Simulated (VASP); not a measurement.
Here is a VASP 6.6.1 calculation.

File POSCAR:

```
AlN
1.0
    3.1066653383      0.0000000000      0.0000000000
   -1.5533326691      2.6904511040      0.0000000000
    0.0000000000      0.0000000000      4.9784048429
Al N
2 2
Direct
    0.3333333333      0.6666666667      0.0016929024
    0.6666666667      0.3333333333      0.5016929024
    0.3333333333      0.6666666667      0.3833070976
    0.6666666667      0.3333333333      0.8833070976
```

The input INCAR.step1:

```
SYSTEM = AlN
PREC = Accurate
ENCUT = 520
ISMEAR = 0
SIGMA = 0.02
LREAL = .False.
LASPH = .True.
NELM = 100
NBANDS = 16
GGA = PE
ALGO = Normal
EDIFF = 1E-4
LWAVE = .True.
LCHARG = .False.
```

File INCAR.step2:

```
SYSTEM = AlN
PREC = Accurate
ENCUT = 520
EDIFF = 1E-6
ISMEAR = 0
SIGMA = 0.02
LREAL = .False.
LASPH = .True.
NELM = 100
ALGO = Normal
ISIF = 2
LWAVE = .False.
LCHARG = .False.
METAGGA = R2SCAN
LMIXTAU = .True.
NBANDS = 16
ISTART = 1
```

File KPOINTS:

```
regular mesh
0
Gamma
  12 12 6
  0 0 0
```

Potentials or basis: VASP PAW PBE potentials, release 64 (Al, N).

Launch:

```sh
$ cat potpaw_PBE.64/Al/POTCAR potpaw_PBE.64/N/POTCAR > POTCAR
$ cp INCAR.step1 INCAR
$ mpirun -np 1 vasp_std > vasp.out
$ cp INCAR.step2 INCAR
$ mpirun -np 1 vasp_std > vasp.out
```

Problem. What does it give for the band gap on the k mesh?

Solution. 4.92 eV, direct.

Problem. What does it give for the pressure?

Solution. -0.4 GPa.

Caveat: the PAW data sets were made with another functional, which shifts forces and pressure a little.

**Experimental background.**

From “Structural and optical properties of self-assembled AlN nanowires grown on SiO2/Si substrates by molecular beam epitaxy”, 2024, arxiv:2402.00216, for a bulk crystal of AlN at 0 K: band gap 6.0343 eV (an exciton energy, a little under the gap).

Against the measured gap of AlN, 6.0343 eV (an exciton energy, a little under the gap; 0 K; quoted in “Structural and optical properties of self-assembled AlN nanowires grown on SiO2/Si substrates by molecular beam epitaxy”, 2024, arxiv:2402.00216), the calculated 4.92 eV is off by -1.11 eV. 2 values of this kind are on record (6.034 to 6.0343 eV); this one was drawn at random. The value is that of r2SCAN on a finite k mesh, which can miss the band edges, without temperature or zero-point motion.
